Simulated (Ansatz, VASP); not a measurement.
# One calculation of Ge, two programs

```
CELL_PARAMETERS angstrom
4.12156 0.00000 0.00000
-2.06078 3.56938 0.00000
0.00000 0.00000 12.97838
ATOMIC_POSITIONS crystal
Ge 0.00000 0.00000 0.39834
Ge 0.00000 0.00000 0.60166
Ge 0.00000 0.00000 0.89834
Ge 0.00000 0.00000 0.10166
Ge 0.33333 0.66667 0.34420
Ge 0.66667 0.33333 0.65580
Ge 0.66667 0.33333 0.84420
Ge 0.33333 0.66667 0.15580
```

Alike in both runs: task single point; functional PBE; k mesh 15 × 15 × 4; occupations gaussian, width 0.15 eV; no spin polarisation.

|  | VASP | Ansatz |
| --- | --- | --- |
| version | VASP 6.6.1 | Ansatz 0.2.0 |
| potentials or method | VASP PAW PBE potentials, release 64 (Ge_d), cutoff 520 eV | scalar-relativistic, plane waves, PAW |
| valence electrons in the cell | 112 | 112 |

Ansatz gave:

- gap on the k mesh at the Fermi level (eV): none
- pressure (GPa): 0.4
- traceless stress, the component that is largest in VASP (GPa): 1.47
- rms of the force components (eV/Å): 0.515

Question: What did VASP give for the same quantities?

Answer: gap on the k mesh at the Fermi level (eV): none; pressure (GPa): 0.3; traceless stress, the component that is largest in VASP (GPa): 1.47; rms of the force components (eV/Å): 0.515.

Atom by atom the forces differ by 0.001 eV/Å (rms over components). A gap of «none» marks a metal or a gap that the smearing closes.
